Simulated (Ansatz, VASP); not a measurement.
Al2O3 in VASP and in Ansatz

```
CELL_PARAMETERS angstrom
2.37850 1.37323 4.32923
-2.37850 1.37323 4.32923
0.00000 -2.74646 4.32923
ATOMIC_POSITIONS crystal
Al 0.85218 0.85218 0.85218
Al 0.64782 0.64782 0.64782
Al 0.14782 0.14782 0.14782
Al 0.35218 0.35218 0.35218
O 0.05625 0.44375 0.75000
O 0.75000 0.05625 0.44375
O 0.44375 0.75000 0.05625
O 0.94375 0.55625 0.25000
O 0.25000 0.94375 0.55625
O 0.55625 0.25000 0.94375
```

Alike in both runs: task single point; functional PBE; k mesh 6 × 6 × 6; occupations gaussian, width 0.1 eV; no spin polarisation.

```csv
,VASP,Ansatz
version,VASP 6.6.1,Ansatz 0.2.0
potentials or method,"VASP PAW PBE potentials, release 64 (Al, O), cutoff 520 eV","scalar-relativistic, plane waves, PAW"
valence electrons in the cell,48,48
```

|  | VASP | Ansatz | Ansatz less VASP |
| --- | --- | --- | --- |
| gap on the k mesh at the Fermi level (eV) | 6.25 | 6.25 | +0.001 |
| least direct gap on the mesh (eV) | 6.25 | 6.25 | +0.001 |
| pressure (GPa) | 7.8 | 7.9 | +0.14 |
| traceless stress, the component that is largest in VASP (GPa) | -0.54 | -0.51 | +0.031 |
| rms of the force components (eV/Å) | 0.014 | 0.015 | +0.0007 |

Atom by atom the forces differ by 0.001 eV/Å (rms over components).
